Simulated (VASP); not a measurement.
Mg2Zn3O5: single point with PBE

Mg2Zn3O5:

```
Mg Zn O
1.0
     1.63352    0.94311   13.33760
    -1.63352    0.94311   13.33760
     0.00000   -1.88622   13.33760
Mg Zn O
2 3 5
Direct
  0.90000 0.90000 0.90000
  0.10000 0.10000 0.10000
  0.30000 0.30000 0.30000
  0.50000 0.50000 0.50000
  0.70000 0.70000 0.70000
  0.60000 0.60000 0.60000
  0.20000 0.20000 0.20000
  0.80000 0.80000 0.80000
  0.40000 0.40000 0.40000
  0.00000 0.00000 0.00000
```

```
Program                : VASP 6.6.1
Task                   : single point
Functional             : PBE
Potentials or basis    : VASP PAW PBE potentials, release 64 (Mg, Zn, O)
Cutoff                 : 520 eV
k mesh                 : 6 × 6 × 6
Occupations            : gaussian, width 0.1 eV
Spin                   : no spin polarisation
Dipole correction      : no
Further INCAR settings : ALGO = Normal; EDIFF = 1e-06; NBANDS = 46
```

```yaml
Pressure: -21.4 GPa
Largest_force: 0.349 eV/Å
Band_gap_on_the_k_mesh: 0.82 eV (least direct gap 0.83 eV)
```

Forces on the atoms (eV/Å):
```
Mg   0.000  0.000  0.006
Mg   0.000  0.000 -0.006
Zn   0.000  0.000  0.064
Zn   0.000  0.000  0.000
Zn   0.000  0.000 -0.064
O    0.000  0.000 -0.349
O    0.000  0.000  0.334
O    0.000  0.000 -0.334
O    0.000  0.000  0.349
O    0.000  0.000  0.000
```

Stress tensor (GPa, compression positive):
```
-20.99   0.00   0.00
  0.00 -20.99   0.00
  0.00   0.00 -22.07
```

Levels at points of the mesh, in eV from the valence-band top:
```csv
k point,band 31,band 32,band 33,band 34,band 35,band 36,band 37,band 38,band 39,band 40
"(0.00, 0.00, 0.00)",-0.44,-0.18,-0.18,-0.01,-0.01,0.82,2.76,3.28,5.11,5.12
"(0.50, 0.00, 0.00)",-0.96,-0.86,-0.48,-0.17,-0.13,4.25,4.90,5.44,5.93,6.57
"(0.50, 0.50, 0.00)",-0.94,-0.62,-0.41,-0.36,-0.16,4.15,5.06,5.75,5.80,6.13
"(0.50, 0.50, 0.50)",-0.35,-0.22,-0.22,0.00,0.00,1.55,1.86,4.01,4.46,5.44
```

It took 58 min on 1 thread of Intel(R) Xeon(R) Platinum 8259CL CPU @ 2.50GHz (Skylake/Cascade Lake), with other jobs on the host, peak memory 1.7 GiB.

Caveat: the cell stands under tension. A k mesh can miss the band edges.
